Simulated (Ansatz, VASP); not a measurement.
## Mg2Si in VASP and in Ansatz

```
Mg Si
1.0
     0.00000    3.19737    3.19737
     3.19737    0.00000    3.19737
     3.19737    3.19737    0.00000
Mg Si
2 1
Direct
  0.25000 0.25000 0.25000
  0.75000 0.75000 0.75000
  0.00000 0.00000 0.00000
```

Alike in both runs: task single point; functional PBE; k mesh 6 × 6 × 6; occupations gaussian, width 0.05 eV; no spin polarisation.

|  | VASP | Ansatz |
| --- | --- | --- |
| version | VASP 6.6.1 | Ansatz 0.2.0 |
| potentials or method | VASP PAW PBE potentials, release 64 (Mg, Si), cutoff 600 eV | scalar-relativistic, plane waves, PAW |
| valence electrons in the cell | 8 | 24 |

```csv
,VASP,Ansatz,Ansatz less VASP
gap on the k mesh at the Fermi level (eV),0.23,0.23,+0.002
least direct gap on the mesh (eV),1.75,1.76,+0.002
pressure (GPa),-0.9,-0.8,+0.13
```

VASP's potentials hold 8 valence electrons a cell and Ansatz's 24, so a difference there can come from the potentials and not from the codes.
